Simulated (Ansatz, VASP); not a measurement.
# Ca in VASP and in Ansatz

```
Ca
1.0
     0.00000    2.79000    2.79000
     2.79000    0.00000    2.79000
     2.79000    2.79000    0.00000
Ca
1
Direct
  0.00000 0.00000 0.00000
```

Alike in both runs: task single point; functional PBEsol; k mesh 10 × 10 × 10; occupations gaussian, width 0.05 eV; no spin polarisation.

|  | VASP | Ansatz |
| --- | --- | --- |
| version | VASP 6.6.1 | Ansatz 0.2.0 |
| potentials or method | VASP PAW PBE potentials, release 64 (Ca_sv), cutoff 500 eV | scalar-relativistic, plane waves, PAW |
| valence electrons in the cell | 10 | 10 |

```csv
,VASP,Ansatz,Ansatz less VASP
gap on the k mesh at the Fermi level (eV),none,none,-
pressure (GPa),-1.1,-1.1,+0.01
```

VASP's potentials were made for PBE, not for PBEsol. A gap of «none» marks a metal or a gap that the smearing closes.
